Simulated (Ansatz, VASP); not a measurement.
ZrO2: VASP beside Ansatz

```xyz
3
Lattice="0.0000 2.6405 2.6405 2.6405 0.0000 2.6405 2.6405 2.6405 0.0000" Properties=species:S:1:pos:R:3 pbc="T T T"
Zr    0.0000    0.0000    0.0000
O     1.3202    1.3202    1.3202
O     3.9607    3.9607    3.9607
```

Alike in both runs: task single point; functional PBE; k mesh 8 × 8 × 8; occupations gaussian, width 0.02 eV; no spin polarisation.

|  | VASP | Ansatz |
| --- | --- | --- |
| version | VASP 6.6.1 | Ansatz 0.2.0 |
| potentials or method | VASP PAW PBE potentials, release 64 (Zr_sv, O), cutoff 600 eV | scalar-relativistic, plane waves, PAW |
| valence electrons in the cell | 24 | 24 |

VASP gave:

```
gap on the k mesh at the Fermi level (eV) : 3.04
least direct gap on the mesh (eV)         : 3.41
pressure (GPa)                            : -18.4
```

**Question.** Estimate Ansatz's values.

**Answer.** gap on the k mesh at the Fermi level (eV): 3.05; least direct gap on the mesh (eV): 3.41; pressure (GPa): -18.4.

With one functional, cell and mesh, what is left measures potentials, basis and numerics.
